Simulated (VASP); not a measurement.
# PbO (Pmmn) in VASP: a series of runs, part 2 of 2

VASP 6.6.1. The steps go on from the part before.

## (4) Single point, PBEsol (strain +0.0150 x Voigt [1, -1, 0, 0, 0, 0])

Input file INCAR:

```
PREC = Accurate
ENCUT = 520
EDIFF = 1E-6
ISMEAR = 0
SIGMA = 0.05
LREAL = False
LASPH = True
NELM = 100
ALGO = Normal
ISIF = 2
LWAVE = False
LCHARG = False
GGA = PS
NBANDS = 28
```

Input file KPOINTS:

```
regular mesh
0
Gamma
  8 8 6
```

Input file POSCAR:

```
PbO
1.0
    4.0340160000      0.0000000000      0.0000000000
    0.0000000000      3.9147840000      0.0000000000
    0.0000000000      0.0000000000      5.0220000000
Pb O
2 2
Direct
    0.0000000000      0.5000000000      0.2351000000
    0.5000000000      0.0000000000      0.7649000000
    0.0000000000      0.0000000000      0.0000000000
    0.5000000000      0.5000000000      0.0000000000
```

Potentials or basis: VASP PAW PBE potentials, release 64 (Pb_d, O).

Launch:

```sh
$ cat potpaw_PBE.64/Pb_d/POTCAR potpaw_PBE.64/O/POTCAR > POTCAR
$ mpirun -np 1 vasp_std > vasp.out
```

OUTCAR:

```text
PREC = Accurate
   ENCUT = 520
   EDIFF = 1E-6
   ISMEAR = 0
   LREAL = False
   LASPH = True
   NELM = 100
   ISIF = 2
   GGA = PS

 ion  position               nearest neighbor table
   1  0.000  0.500  0.235-   3 2.29   3 2.29   4 2.34   4 2.34   2 3.67   2 3.67   2 3.67   2 3.67
                             2 3.87   2 3.87   2 3.87   2 3.87
   2  0.500  0.000  0.765-   4 2.29   4 2.29   3 2.34   3 2.34   1 3.67   1 3.67   1 3.67   1 3.67
                             1 3.87   1 3.87   1 3.87   1 3.87
   3  0.000  0.000  0.000-   1 2.29   1 2.29   2 2.34   2 2.34
   4  0.500  0.500  0.000-   2 2.29   2 2.29   1 2.34   1 2.34

  LATTYP: Found a simple orthorhombic cell.
 ALAT       =     3.9147840000
 B/A-ratio  =     1.0304568528
 C/A-ratio  =     1.2828293975

  Lattice vectors:

 A1 = (   0.0000000000,  -3.9147840000,   0.0000000000)
 A2 = (   4.0340160000,   0.0000000000,   0.0000000000)
 A3 = (   0.0000000000,   0.0000000000,   5.0220000000)

Analysis of symmetry for initial positions (statically):
=====================================================================
 Subroutine PRICEL returns:
 Original cell was already a primitive cell.

 Routine SETGRP: Setting up the symmetry group for a
 simple orthorhombic supercell.

 Subroutine GETGRP returns: Found  8 space group operations
 (whereof  4 operations were pure point group operations)
 out of a pool of  8 trial point group operations.

The static configuration has the point symmetry C_2v.
 The point group associated with its full space group is D_2h.

Analysis of symmetry for dynamics (positions and initial velocities):
=====================================================================
 Subroutine PRICEL returns:
 Original cell was already a primitive cell.

 Routine SETGRP: Setting up the symmetry group for a
 simple orthorhombic supercell.

 Subroutine GETGRP returns: Found  8 space group operations
[... 125 lines left out ...]
   IALGO  =     38    algorithm
   IMIX   =      4    mixing-type and parameters
     AMIX     =   0.40;   BMIX     =  1.00
     AMIX_MAG =   1.60;   BMIX_MAG =  1.00
  volume/ion in A,a.u.               =      19.83       133.80
  Fermi-wavevector in a.u.,A,eV,Ry     =   1.303129  2.462557 23.104672  1.698146
  Thomas-Fermi vector in A             =   2.434152
   LORBIT       =      0    0 simple, 1 ext, 2 COOP (PROOUT), +10 PAW based schemes
   GGA     = PS    functional components
   LHFCALC =     F    Hartree Fock is set to
   AEXX    =    0.0000 exact exchange contribution
   IVDW    =     0    specifies the selected vdW correction
   LEPSILON=     F    determine dielectric tensor
   LRPA    =     F    only Hartree local field effects (RPA)
 non-spin polarized calculation
 Gauss-broadening in eV      SIGMA  =   0.05
  energy-cutoff  :      520.00
  volume of cell :       79.31
 maximum number of plane-waves:      2162
   NGX = 15   NGY = 15   NGZ = 19

 number of electron      39.9999996 magnetization

 Free energy of the ion-electron system (eV)
  ---------------------------------------------------
  ext. energy  EPLUGINS =         0.00000000
  ---------------------------------------------------
  free energy    TOTEN  =       -22.86244373 eV

  energy without entropy =      -22.86244373  energy(sigma->0) =      -22.86244373

 E-fermi :   5.2813     XC(G=0): -10.0812

 val. band max:        5.0205602929   @ k =   0.0000   0.1250   0.0000
 cond. band min:       6.1917117243   @ k =   0.5000   0.5000   0.0000
 fundamental gap:      1.1711514313
 Fermi energy:         5.2812635387

 k-point     1 :       0.0000    0.0000    0.0000
  band No.  band energies     occupation
      1     -13.4142      2.00000
      2     -12.8407      2.00000
      3     -10.9540      2.00000
      4     -10.9534      2.00000
      5     -10.8857      2.00000
      6     -10.8684      2.00000
[... 733 lines left out ...]
     27      13.3134      0.00000
     28      13.3134      0.00000

 [... further k-points ...]

------------------------ aborting loop because EDIFF is reached ----------------------------------------

  FORCE on cell =-STRESS in cart. coord.  units (eV):
  Direction    XX          YY          ZZ          XY          YZ          ZX
  --------------------------------------------------------------------------------------
  -------------------------------------------------------------------------------------
  Total        0.0179171      1.1144722      0.4993164      0.0000000      0.0000000      0.0000000
  in kB        0.3619570     22.5142613     10.0870535      0.0000000      0.0000000      0.0000000
  external PRESSURE =      10.9877573 kB  Pullay stress =       0.0000000 kB

 VOLUME and BASIS-vectors are now :
 -----------------------------------------------------------------------------
  energy-cutoff  :      520.00
  volume of cell :       79.31
      direct lattice vectors                 reciprocal lattice vectors
     4.034016000  0.000000000  0.000000000     0.247891927  0.000000000  0.000000000
     0.000000000  3.914784000  0.000000000     0.000000000  0.255441935  0.000000000
     0.000000000  0.000000000  5.022000000     0.000000000  0.000000000  0.199123855

 POSITION                                       TOTAL-FORCE (eV/Angst)
 -----------------------------------------------------------------------------------
      0.00000      1.95739      1.18067         0.000000      0.000000      0.183094
      2.01701      0.00000      3.84133         0.000000      0.000000     -0.183094
      0.00000      0.00000      0.00000         0.000000      0.000000     -0.240583
      2.01701      1.95739      0.00000         0.000000      0.000000      0.240583
 -----------------------------------------------------------------------------------
    total drift:                                0.000000      0.000000     -0.000000

  FREE ENERGIE OF THE ION-ELECTRON SYSTEM (eV)
  ---------------------------------------------------
  free  energy   TOTEN  =       -22.8624437257 eV

  energy  without entropy=      -22.8624437257  energy(sigma->0) =      -22.86244373
```

OSZICAR:

```text
N       E                     dE             d eps       ncg     rms          rms(c)
DAV:   1     0.466945767723E+03    0.46695E+03   -0.19569E+04  5600   0.170E+03
DAV:   2     0.368989819493E+02   -0.43005E+03   -0.41266E+03  5732   0.455E+02
DAV:   3    -0.240273746365E+02   -0.60926E+02   -0.59419E+02  7132   0.184E+02
DAV:   4    -0.268533397305E+02   -0.28260E+01   -0.28127E+01  6496   0.410E+01
DAV:   5    -0.269411657083E+02   -0.87826E-01   -0.87813E-01  6492   0.773E+00    0.114E+01
DAV:   6    -0.230682655607E+02    0.38729E+01   -0.21260E+01  8276   0.378E+01    0.514E+00
DAV:   7    -0.229085723779E+02    0.15969E+00   -0.25273E+00  6844   0.112E+01    0.242E+00
DAV:   8    -0.228759224076E+02    0.32650E-01   -0.53134E-01  6132   0.472E+00    0.916E-01
DAV:   9    -0.228615583486E+02    0.14364E-01   -0.65036E-02  8960   0.208E+00    0.247E-01
DAV:  10    -0.228626099078E+02   -0.10516E-02   -0.11286E-02  6484   0.709E-01    0.743E-02
DAV:  11    -0.228624880923E+02    0.12182E-03   -0.15219E-03  9288   0.314E-01    0.587E-02
DAV:  12    -0.228624490415E+02    0.39051E-04   -0.18971E-04  8188   0.136E-01    0.218E-02
DAV:  13    -0.228624450107E+02    0.40308E-05   -0.51934E-05  6012   0.452E-02    0.842E-03
DAV:  14    -0.228624438418E+02    0.11689E-05   -0.47521E-06  5908   0.233E-02    0.129E-03
DAV:  15    -0.228624437257E+02    0.11602E-06   -0.81767E-07  3416   0.558E-03
   1 F= -.22862444E+02 E0= -.22862444E+02  d E =-.229824E-15
```

stdout:

```text
POSCAR found type information on POSCAR PbO
 POSCAR found :  2 types and       4 ions
 scaLAPACK will be used
 -----------------------------------------------------------------------------
|                                                                             |
|                                                                             |
|     You enforced a specific xc type in the INCAR file but a different       |
|     I HOPE YOU KNOW WHAT YOU ARE DOING!                                     |
|                                                                             |
 -----------------------------------------------------------------------------

 LDA part: xc-table for (Slater+PW92), standard interpolation
 POSCAR, INCAR and KPOINTS ok, starting setup
 FFT: planning ... GRIDC
 FFT: planning ... GRID_SOFT
 FFT: planning ... GRID
 WAVECAR not read
 entering main loop
```

Wall time 3.5 min (1 thread of AMD EPYC 7R13, shared host); peak memory 0.28 GiB.

Results:

- Free energy: -22.8624 eV
- Pressure: 1.1 GPa
- Largest force: 0.241 eV/Å
- Band gap on the k mesh: 1.17 eV (least direct gap 2.24 eV)

Forces in eV/Å, atoms in the order of the input:
```
Pb   0.000  0.000  0.183
Pb   0.000  0.000 -0.183
O    0.000  0.000 -0.241
O    0.000  0.000  0.241
```

Stress tensor (GPa, compression positive):
```
0.04 0.00 0.00
0.00 2.25 0.00
0.00 0.00 1.01
```

Caveat: the cell differs from its parent crystal (strain +0.0150 x Voigt [1, -1, 0, 0, 0, 0]); the PAW data sets were made with another functional, which shifts forces and pressure a little; spin-orbit coupling is left out, which moves the levels of the heavy elements. A k mesh can miss the band edges.

## (5) Single point, PBEsol (strain +0.0050 x Voigt [1, -1, 0, 0, 0, 0])

Input file INCAR:

```
PREC     = Accurate       # precision mode
ENCUT    = 520            # plane-wave cutoff, eV
EDIFF    = 1E-6           # SCF threshold, eV
ISMEAR   = 0              # smearing method
SIGMA    = 0.05           # smearing width, eV
LREAL    = False          # projectors in reciprocal space
LASPH    = True           # aspherical terms in the spheres
NELM     = 80             # most SCF steps
ALGO     = Normal         # electronic algorithm
ISIF     = 2              # what is computed and relaxed
LWAVE    = False          # write WAVECAR
LCHARG   = False          # write CHGCAR
GGA      = PS             # functional
NBANDS   = 28             # bands
```

KPOINTS is that of step 4.

Changes to POSCAR since step 4:

```diff
@@ -2,4 +2,4 @@
 1.0
-    4.0340160000      0.0000000000      0.0000000000
-    0.0000000000      3.9147840000      0.0000000000
+    3.9942720000      0.0000000000      0.0000000000
+    0.0000000000      3.9545280000      0.0000000000
     0.0000000000      0.0000000000      5.0220000000
```

Launch:

```sh
$ cat potpaw_PBE.64/Pb_d/POTCAR potpaw_PBE.64/O/POTCAR > POTCAR
$ mpirun -np 1 vasp_std > vasp.out
```

Run time: 3.4 min. Hardware: 1 thread of AMD EPYC 7R13, shared host; peak memory 0.28 GiB.

The run converged. Its results:

* Free energy: -22.8699 eV
* Pressure: 1.0 GPa
* Largest force: 0.165 eV/Å
* Band gap on the k mesh: 1.18 eV (least direct gap 2.23 eV)

Forces in eV/Å, atoms in the order of the input:
```
Pb   0.000  0.000  0.165
Pb   0.000  0.000 -0.165
O    0.000  0.000 -0.080
O    0.000  0.000  0.080
```

Stress tensor (GPa, compression positive):
```
0.70 0.00 0.00
0.00 1.43 0.00
0.00 0.00 0.92
```

Levels at points of the mesh, in eV from the valence-band top:
| k point | band 18 | band 19 | band 20 | band 21 | band 22 | band 23 |
| --- | --- | --- | --- | --- | --- | --- |
| (0.00, 0.00, 0.00) | -1.74 | -1.70 | -0.02 | 2.29 | 5.34 | 5.58 |
| (0.50, 0.00, 0.00) | -3.09 | -1.68 | -1.68 | 3.33 | 3.33 | 6.46 |
| (0.00, 0.50, 0.00) | -3.09 | -1.68 | -1.68 | 3.35 | 3.35 | 6.52 |
| (0.50, 0.50, 0.00) | -1.66 | -1.08 | -1.08 | 1.18 | 1.18 | 5.21 |
| (0.00, 0.00, 0.50) | -1.77 | -1.73 | -0.96 | 1.83 | 3.91 | 4.09 |
| (0.50, 0.00, 0.50) | -3.06 | -0.99 | -0.99 | 3.00 | 3.00 | 6.39 |
| (0.00, 0.50, 0.50) | -3.06 | -1.02 | -1.02 | 3.06 | 3.06 | 6.26 |
| (0.50, 0.50, 0.50) | -2.25 | -1.09 | -1.09 | 3.44 | 3.44 | 4.67 |

Caveat: the cell differs from its parent crystal (strain +0.0050 x Voigt [1, -1, 0, 0, 0, 0]); the PAW data sets were made with another functional, which shifts forces and pressure a little; spin-orbit coupling is left out, which moves the levels of the heavy elements. A k mesh can miss the band edges.

## (6) Overview

```tsv
cell	gap on the mesh (eV)	pressure (GPa)	largest force (eV/Å)
a = 4.014, b = 3.935, c = 5.022 Å, 4 atoms	1.18	1.0	0.17
a = 4.074, b = 3.875, c = 5.022 Å, 4 atoms	1.16	1.3	0.40
a = 4.034, b = 3.915, c = 5.022 Å, 4 atoms	1.17	1.1	0.24
a = 3.994, b = 3.955, c = 5.022 Å, 4 atoms	1.18	1.0	0.16
```

Alike in all rows: task single point; level PBEsol; potentials or basis VASP PAW PBE potentials, release 64 (Pb_d, O); no spin polarisation; k mesh 8 × 8 × 6; cutoff (eV) 520; smearing gaussian 0.05 eV.

Caveats: the PAW data sets were made with another functional, which shifts forces and pressure a little; spin-orbit coupling is left out, which moves the levels of the heavy elements.

Absolute energies hang on the potentials; compare differences alone.
